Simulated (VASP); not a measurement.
# TaSi2 (P3_112) in VASP: a series of runs

TaSi2 is run at these levels: PBEsol; tasks: single point.

Everything below comes from runs of VASP 6.6.1. Logs are shortened: lines on timing, memory, paths and dates and some standing lists are left out, and cuts for length are marked.

### 1 The cell of the first run

The structure is trigonal, space group P3_112 (No. 151). The conventional cell has a = 4.761 Å, b = 4.761 Å, c = 6.556 Å, α = 90.00°, β = 90.00°, γ = 120.00°. Ta (site symmetry 2) has 10 Si at 2.60 to 2.81 Å and 4 Ta at 3.21 to 3.25 Å within 3.4 Å. Si (site symmetry 2) has 9 Si at 2.55 to 3.30 Å and 5 Ta at 2.60 to 2.81 Å within 3.4 Å. Within 3.4 Å of Si (site symmetry 2) lie 9 Si at 2.55 to 3.32 Å and 5 Ta at 2.60 to 2.81 Å.

### 2 Single point, PBEsol (mode 4 (106.9 1/cm) frozen in, largest displacement +0.015 Å)

File INCAR:

```
ALGO = Normal
EDIFF = 1E-6
ENCUT = 520
GGA = PS
ISIF = 2
ISMEAR = 0
LASPH = T
LCHARG = T
LELF = T
LREAL = F
LVHAR = T
LWAVE = F
NBANDS = 38
NELM = 100
PREC = Accurate
SIGMA = 0.15
```

File KPOINTS:

```
k-points
0
Gamma
  12 12 6
```

File POSCAR:

```
TaSi2
1.0
    4.7609902391      0.0000000000      0.0000000000
   -2.3804951195      4.1231384942      0.0000000000
    0.0000000000      0.0000000000      6.5561430408
Ta Si
3 6
Direct
    0.5018190027      0.0036380054      0.0000000000
    0.5018190027      0.4981809973      0.6666666667
   -0.0036380054      0.4981809973      0.3333333333
    0.1606601907      0.3213203813      0.0000000000
    0.8420946830      0.1579053170      0.6666666667
    0.6786796187      0.8393398093      0.3333333333
    0.8420946830      0.6841893660      0.0000000000
    0.1606601907      0.8393398093      0.6666666667
    0.3158106340      0.1579053170      0.3333333333
```

Potentials or basis: VASP PAW PBE potentials, release 64 (Ta_pv, Si).

On the command line:

```
$ cat potpaw_PBE.64/Ta_pv/POTCAR potpaw_PBE.64/Si/POTCAR > POTCAR
$ mpirun -np 1 vasp_std > vasp.out
```

OUTCAR:

```text
EDIFF = 1E-6
   ENCUT = 520
   GGA = PS
   ISIF = 2
   ISMEAR = 0
   LASPH = T
   LREAL = F
   NELM = 100
   PREC = Accurate

 ion  position               nearest neighbor table
   1  0.502  0.004  0.000-   9 2.60   5 2.60   8 2.60   6 2.60   4 2.72   4 2.72   7 2.72   7 2.72
                             7 2.81   4 2.81   2 3.21   3 3.21   2 3.25   3 3.25
   2  0.502  0.498  0.667-   7 2.60   9 2.60   4 2.60   6 2.60   8 2.72   8 2.72   5 2.72   5 2.72
                             5 2.81   8 2.81   1 3.21   3 3.21   1 3.25   3 3.25
   3  0.996  0.498  0.333-   7 2.60   5 2.60   4 2.60   8 2.60   6 2.72   6 2.72   9 2.72   9 2.72
                             9 2.81   6 2.81   1 3.21   2 3.21   1 3.25   2 3.25
   4  0.161  0.321  0.000-   9 2.55   5 2.55   2 2.60   3 2.60   7 2.63   1 2.72   1 2.72   7 2.81
                             7 2.81   1 2.81
   5  0.842  0.158  0.667-   4 2.55   6 2.55   1 2.60   3 2.60   8 2.63   2 2.72   2 2.72   2 2.81
                             8 2.81   8 2.81   7 3.14   9 3.14
   6  0.679  0.839  0.333-   7 2.55   5 2.55   1 2.60   2 2.60   9 2.63   3 2.72   3 2.72   9 2.81
                             9 2.81   3 2.81
   7  0.842  0.684  0.000-   6 2.55   8 2.55   3 2.60   2 2.60   4 2.63   1 2.72   1 2.72   1 2.81
                             4 2.81   4 2.81   5 3.14   9 3.14
   8  0.161  0.839  0.667-   7 2.55   9 2.55   1 2.60   3 2.60   5 2.63   2 2.72   2 2.72   5 2.81
                             5 2.81   2 2.81
   9  0.316  0.158  0.333-   4 2.55   8 2.55   1 2.60   2 2.60   6 2.63   3 2.72   3 2.72   3 2.81
                             6 2.81   6 2.81   7 3.14   5 3.14

  LATTYP: Found a hexagonal cell.
 ALAT       =     4.7609902391
 C/A-ratio  =     1.3770545016

  Lattice vectors:

 A1 = (   4.7609902391,   0.0000000000,   0.0000000000)
 A2 = (  -2.3804951195,   4.1231384942,   0.0000000000)
 A3 = (   0.0000000000,   0.0000000000,   6.5561430408)

Analysis of symmetry for initial positions (statically):
=====================================================================
 Subroutine PRICEL returns:
 Original cell was already a primitive cell.

 Routine SETGRP: Setting up the symmetry group for a
 hexagonal supercell.

 Subroutine GETGRP returns: Found  6 space group operations
 (whereof  2 operations were pure point group operations)
 out of a pool of 24 trial point group operations.

The static configuration has the point symmetry C_2 .
 The point group associated with its full space group is D_3 .

Analysis of symmetry for dynamics (positions and initial velocities):
=====================================================================
 Subroutine PRICEL returns:
 Original cell was already a primitive cell.

 Routine SETGRP: Setting up the symmetry group for a
 hexagonal supercell.

 Subroutine GETGRP returns: Found  6 space group operations
 (whereof  2 operations were pure point group operations)
 out of a pool of 24 trial point group operations.

The dynamic configuration has the point symmetry C_2 .
 The point group associated with its full space group is D_3 .

 Subroutine INISYM returns: Found  6 space group operations
 (whereof  2 operations are pure point group operations),
 and found     1 'primitive' translations

----------------------------------------------------------------------------------------

                                     Primitive cell

  volume of cell :     128.6985

  direct lattice vectors                    reciprocal lattice vectors
     4.760990239  0.000000000  0.000000000     0.210040338  0.121266846  0.000000000
    -2.380495119  4.123138494  0.000000000     0.000000000  0.242533692  0.000000000
     0.000000000  0.000000000  6.556143041     0.000000000  0.000000000  0.152528704

  length of vectors
     4.760990239  4.760990239  6.556143041     0.242533692  0.242533692  0.152528704

  position of ions in fractional coordinates (direct lattice)
     0.501819003  0.003638005  0.000000000
     0.501819003  0.498180997  0.666666667
     0.996361995  0.498180997  0.333333333
     0.160660191  0.321320381  0.000000000
     0.842094683  0.157905317  0.666666667
     0.678679619  0.839339809  0.333333333
     0.842094683  0.684189366  0.000000000
     0.160660191  0.839339809  0.666666667
     0.315810634  0.157905317  0.333333333

  ion indices of the primitive-cell ions
   primitive index   ion index
                 1           1
                 2           2
                 3           3
                 4           4
                 5           5
                 6           6
                 7           7
                 8           8
                 9           9

----------------------------------------------------------------------------------------

 KPOINTS: k-points

Automatic generation of k-mesh.
 Grid dimensions read from file:
 generate k-points for:   12   12    6

 Generating k-lattice:

  Cartesian coordinates                     Fractional coordinates (reciprocal lattice)
     0.017503362  0.010105570  0.000000000     0.083333333  0.000000000  0.000000000
     0.000000000  0.020211141  0.000000000     0.000000000  0.083333333  0.000000000
     0.000000000  0.000000000  0.025421451     0.000000000  0.000000000  0.166666667

  Length of vectors
     0.020211141  0.020211141  0.025421451

  Shift w.r.t. Gamma in fractional coordinates (k-lattice)
     0.000000000  0.000000000  0.000000000

 Subroutine IBZKPT returns following result:
 ===========================================

 Found    100 irreducible k-points:

 Following reciprocal coordinates:
            Coordinates               Weight
  0.000000  0.000000  0.000000      1.000000
  0.083333  0.000000  0.000000      6.000000
  0.166667 -0.000000  0.000000      6.000000
  0.250000 -0.000000  0.000000      6.000000
  0.333333 -0.000000  0.000000      6.000000
  0.416667  0.000000  0.000000      6.000000
[... 16 lines left out ...]
  0.250000 -0.000000  0.166667     12.000000
  0.333333 -0.000000  0.166667     12.000000
 [... further k-points ...]
   k-points           NKPTS =    100   k-points in BZ     NKDIM =    100   number of bands    NBANDS=     38
   number of dos      NEDOS =    301   number of ions     NIONS =      9
   total plane-waves  NPLWV =  64800
   dimension x,y,z NGX =    36 NGY =   36 NGZ =   50
   dimension x,y,z NGXF=    72 NGYF=   72 NGZF=  100
   ions per type =               3   6
   NGX,Y,Z   is equivalent  to a cutoff of  12.57, 12.57, 12.68 a.u.
   NGXF,Y,Z  is equivalent  to a cutoff of  25.14, 25.14, 25.36 a.u.
 SYSTEM =  unknown system
   PREC   = accura    normal or accurate (medium, high low for compatibility)
   ISTART =      0    job   : 0-new  1-cont  2-samecut
   ICHARG =      2    charge: 1-file 2-atom 10-const
   ISPIN  =      1    spin polarized calculation?
   LNONCOLLINEAR =      F non collinear calculations
   LSORBIT =      F    spin-orbit coupling
   LASPH  =      T    aspherical Exc in radial PAW
   ENCUT  =  520.0 eV  38.22 Ry    6.18 a.u.   8.85  8.85 12.19*2*pi/ulx,y,z
   NELM   =    100;   NELMIN=  2; NELMDL= -5     # of ELM steps
   EDIFF  = 0.1E-05   stopping-criterion for ELM
   LREAL  =      F    real-space projection
   EDIFFG = 0.1E-04   stopping-criterion for IOM
   NSW    =      0    number of steps for IOM
   IBRION =     -1    ionic relax: 0-MD 1-quasi-New 2-CG
   NFREE  =      0    steps in history (QN), initial steepest desc. (CG)
   ISIF   =      2    stress and relaxation
   ISYM   =      2    0-nonsym 1-usesym 2-fastsym
   POTIM  = 0.5000    time-step for ionic-motion
   TEBEG  =    0.0;   TEEND  =   0.0 temperature during run
   PSTRESS=    0.0 pullay stress
   NELECT =      57.0000    total number of electrons
   NUPDOWN=      -1.0000    fix difference up-down
   EMIN   =  10.00;   EMAX   =-10.00  energy-range for DOS
   EFERMI =   0.00;   METHOD = LEGACY
   ISMEAR =     0;   SIGMA  =   0.15  broadening in eV -4-tet -1-fermi 0-gaus
   EFERMI_NEDOS =   21; number of points for ismear=-14 and -15
   IALGO  =     38    algorithm
   IMIX   =      4    mixing-type and parameters
     AMIX     =   0.40;   BMIX     =  1.00
     AMIX_MAG =   1.60;   BMIX_MAG =  1.00
  volume/ion in A,a.u.               =      14.30        96.50
  Fermi-wavevector in a.u.,A,eV,Ry     =   1.247887  2.358164 21.187289  1.557222
  Thomas-Fermi vector in A             =   2.381999
   LORBIT       =      0    0 simple, 1 ext, 2 COOP (PROOUT), +10 PAW based schemes
   GGA     = PS    functional components
   LHFCALC =     F    Hartree Fock is set to
   AEXX    =    0.0000 exact exchange contribution
   IVDW    =     0    specifies the selected vdW correction
   LEPSILON=     F    determine dielectric tensor
   LRPA    =     F    only Hartree local field effects (RPA)
 non-spin polarized calculation
 Gauss-broadening in eV      SIGMA  =   0.15
  energy-cutoff  :      520.00
  volume of cell :      128.70
 maximum number of plane-waves:      3501
   NGX = 17   NGY = 17   NGZ = 25

 number of electron      57.0000001 magnetization

 Free energy of the ion-electron system (eV)
  ---------------------------------------------------
  ext. energy  EPLUGINS =         0.00000000
  ---------------------------------------------------
  free energy    TOTEN  =       -77.36203975 eV

  energy without entropy =      -77.32194219  energy(sigma->0) =      -77.34199097

 E-fermi :   9.3953     XC(G=0): -12.2043

 val. band max:        9.3833570258   @ k =   0.1667  -0.0000   0.3333
 cond. band min:       9.3976697060   @ k =   0.3333   0.1667   0.3333
 fundamental gap:      0.0143126802
 Fermi energy:         9.3952791737

 k-point     1 :       0.0000    0.0000    0.0000
  band No.  band energies     occupation
      1     -24.8957      2.00000
      2     -24.8957      2.00000
      3     -24.8900      2.00000
      4     -24.8192      2.00000
      5     -24.8192      2.00000
      6     -24.7279      2.00000
[... 30 lines left out ...]
     37      13.3867      0.00000
     38      13.4976      0.00000

 k-point     2 :       0.0833    0.0000    0.0000
  band No.  band energies     occupation
      1     -24.9083      2.00000
      2     -24.8971      2.00000
      3     -24.8780      2.00000
      4     -24.8200      2.00000
      5     -24.8184      2.00000
      6     -24.7291      2.00000
[... 30 lines left out ...]
     37      13.2790      0.00000
     38      13.3441      0.00000

 k-point     3 :       0.1667   -0.0000    0.0000
  band No.  band energies     occupation
      1     -24.9224      2.00000
      2     -24.9010      2.00000
      3     -24.8661      2.00000
      4     -24.8224      2.00000
      5     -24.8159      2.00000
      6     -24.7309      2.00000
[... 30 lines left out ...]
     37      13.1750      0.00000
     38      13.3590      0.00000

 k-point     4 :       0.2500   -0.0000    0.0000
  band No.  band energies     occupation
      1     -24.9343      2.00000
      2     -24.9060      2.00000
      3     -24.8579      2.00000
      4     -24.8256      2.00000
      5     -24.8119      2.00000
      6     -24.7317      2.00000
[... 30 lines left out ...]
     37      13.1441      0.00000
     38      13.4806      0.00000
[... 703 lines left out ...]
      4     -24.8261      2.00000
      5     -24.8149      2.00000
      6     -24.7410      2.00000
[... 30 lines left out ...]
     37      13.2319      0.00000
     38      13.5346      0.00000

 k-point    23 :       0.2500   -0.0000    0.1667
  band No.  band energies     occupation
      1     -24.9339      2.00000
      2     -24.9103      2.00000
      3     -24.8487      2.00000
      4     -24.8311      2.00000
      5     -24.8078      2.00000
      6     -24.7433      2.00000
[... 30 lines left out ...]
     37      13.4151      0.00000
     38      13.5221      0.00000

 k-point    24 :       0.3333   -0.0000    0.1667
  band No.  band energies     occupation
      1     -24.9393      2.00000
      2     -24.9175      2.00000
      3     -24.8471      2.00000
      4     -24.8359      2.00000
      5     -24.8013      2.00000
      6     -24.7443      2.00000
[... 30 lines left out ...]
     37      13.4917      0.00000
     38      13.7330      0.00000

 [... further k-points ...]
[... 5 lines left out ...]
  --------------------------------------------------------------------------------------
  -------------------------------------------------------------------------------------
  Total        0.2151362      0.2151362      0.3493497      0.0000000     -0.0000000      0.0000000
  in kB        2.6782461      2.6782461      4.3490791      0.0000000     -0.0000000      0.0000000
  external PRESSURE =       3.2351904 kB  Pullay stress =       0.0000000 kB

 VOLUME and BASIS-vectors are now :
 -----------------------------------------------------------------------------
  energy-cutoff  :      520.00
  volume of cell :      128.70
      direct lattice vectors                 reciprocal lattice vectors
     4.760990239  0.000000000  0.000000000     0.210040338  0.121266846  0.000000000
    -2.380495119  4.123138494  0.000000000     0.000000000  0.242533692  0.000000000
     0.000000000  0.000000000  6.556143041     0.000000000  0.000000000  0.152528704

 POSITION                                       TOTAL-FORCE (eV/Angst)
 -----------------------------------------------------------------------------------
      2.38050      0.01500      0.00000        -0.000000     -0.114315      0.000000
      1.20324      2.05407      4.37076        -0.099000      0.057158      0.000000
      3.55775      2.05407      2.18538         0.099000      0.057158     -0.000000
      0.00000      1.32485      0.00000        -0.000000     -0.008645      0.000000
      3.63331      0.65107      4.37076        -0.015518      0.008959      0.000000
      1.23314      3.46071      2.18538         0.007487      0.004323     -0.000000
      2.38050      2.82101      0.00000        -0.000000     -0.017919      0.000000
     -1.23314      3.46071      4.37076        -0.007487      0.004323      0.000000
      1.12768      0.65107      2.18538         0.015518      0.008959      0.000000
 -----------------------------------------------------------------------------------
    total drift:                                0.000000      0.000001      0.000000

  FREE ENERGIE OF THE ION-ELECTRON SYSTEM (eV)
  ---------------------------------------------------
  free  energy   TOTEN  =       -77.3620397502 eV

  energy  without entropy=      -77.3219421857  energy(sigma->0) =      -77.34199097
```

Run time: 3.1 min. Hardware: 1 thread of Intel Xeon 6975P-C (Granite Rapids), shared host; peak memory 0.49 GiB.

What came out:

- Free energy: -77.3620 eV
- Pressure: 0.3 GPa
- Largest force: 0.114 eV/Å

Forces in eV/Å, atoms in the order of the input:
```
Ta   0.000 -0.114  0.000
Ta  -0.099  0.057  0.000
Ta   0.099  0.057  0.000
Si   0.000 -0.009  0.000
Si  -0.016  0.009  0.000
Si   0.007  0.004  0.000
Si   0.000 -0.018  0.000
Si  -0.007  0.004  0.000
Si   0.016  0.009  0.000
```

Caveat: the cell differs from its parent crystal (mode 4 (106.9 1/cm) frozen in, largest displacement +0.015 Å); the PAW data sets were made with another functional, which shifts forces and pressure a little; spin-orbit coupling is left out, which moves the levels of the heavy elements.

[end of part 1 of 2]
